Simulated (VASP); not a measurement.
Write the native input for VASP 6.6.1 that does the following.

```
Task                   : single point
Functional             : PBEsol
Potentials or basis    : VASP PAW PBE potentials, release 64 (Ni, Co, O)
Cutoff                 : 520 eV
k mesh                 : 7 × 7 × 5
Occupations            : fermi-dirac, width 0.05 eV
Spin                   : collinear spin, ferromagnetic start
Starting moments       : [1.0, 2.0, 0.0, 0.0] μB
Fixed moment           : 3 μB
Dipole correction      : no
Further INCAR settings : ALGO = Normal; EDIFF = 1e-06; NBANDS = 28
```

The structure of CoNiO2 lies in POSCAR:

```
CoNiO2
1.0
    3.0143330000      0.0000000000      0.0000000000
    0.0000000000      3.0143330000      0.0000000000
    0.0000000000      0.0000000000      4.2222850000
Ni Co O
1 1 2
Direct
    0.0000000000      0.0000000000      0.0000000000
    0.5000000000      0.5000000000      0.5000000000
    0.0000000000      0.0000000000      0.5000000000
    0.5000000000      0.5000000000      0.0000000000
```

The input as run:

INCAR

```
  PREC = Accurate
  ENCUT = 520
  EDIFF = 1E-6
  ISMEAR = -1
  SIGMA = 0.05
  LREAL = False
  LASPH = True
  NELM = 150
  ALGO = Normal
  ISIF = 2
  LWAVE = False
  LCHARG = False
  ISPIN = 2
  MAGMOM = 1 2 0 0
  LORBIT = 11
  NUPDOWN = 3.0
  LMAXMIX = 4
  GGA = PS
  NBANDS = 28
```

KPOINTS

```
regular mesh
0
Gamma
  7 7 5
```

Potentials or basis: VASP PAW PBE potentials, release 64 (Ni, Co, O).

Run with:

```bash
$ cat potpaw_PBE.64/Ni/POTCAR potpaw_PBE.64/Co/POTCAR potpaw_PBE.64/O/POTCAR > POTCAR
$ mpirun -np 1 vasp_std > vasp.out
```

Results of the run:

```
Pressure                                              : -16.6 GPa
Net moment                                            : 3.00 μB per cell
Site moments                                          : Ni +0.40; Co +2.27; O +0.18, +0.09 μB
Valence electrons inside the program's atomic spheres : Ni 9.00; Co 7.82; O 4.92, 4.90
```

Caveat: the PAW data sets were made with another functional, which shifts forces and pressure a little; the total moment is fixed, so each spin has its own Fermi level.

Run time: 3.1 min on 1 thread of AMD EPYC 7R13 (shared host), peak memory 0.16 GiB.
